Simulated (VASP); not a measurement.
Here is a VASP 6.6.1 calculation.

INCAR

```
SYSTEM = Mg2SO
PREC = Accurate
ENCUT = 520
EDIFF = 1E-6
ISMEAR = 0
SIGMA = 0.01
LREAL = .FALSE.
LASPH = .TRUE.
NELM = 80
ALGO = Normal
ISIF = 2
LWAVE = .FALSE.
LCHARG = .TRUE.
GGA = PE
LELF = .TRUE.
LVHAR = .TRUE.
NBANDS = 16
```

Contents of KPOINTS:

```
Automatic mesh
0
G
  4 4 2
  0 0 0
```

Contents of POSCAR:

```
Mg2SO
1.0
    3.7351196843      0.0000000000      0.0000000000
    0.0000000000      3.7351196843      0.0000000000
    0.0000000000      0.0000000000      4.9640476035
O Mg S
1 2 1
Direct
    0.0000000000      0.0000000000      0.0000000000
    0.0000000000      0.5000000000      0.8113170204
    0.5000000000      0.0000000000      0.1886829796
    0.5000000000      0.5000000000      0.5000000000
```

Potentials or basis: VASP PAW PBE potentials, release 64 (O, Mg, S).

Run with:

```console
$ cat potpaw_PBE.64/O/POTCAR potpaw_PBE.64/Mg/POTCAR potpaw_PBE.64/S/POTCAR > POTCAR
$ mpirun -np 1 vasp_std > vasp.out
```

Problem. Predict the band gap on the k mesh.

Solution. 1.48 eV, indirect (least direct gap 1.62 eV).

Problem. What does it give for the largest force?

Solution. 0.150 eV/Å.

Problem. What does it give for the pressure?

Solution. -2.0 GPa.

Stress tensor (GPa, compression positive):
```
-2.19  0.00  0.00
 0.00 -2.19  0.00
 0.00  0.00 -1.71
```

Caveat: the k points lie up to 0.63 Å⁻¹ apart. A k mesh can miss the band edges.
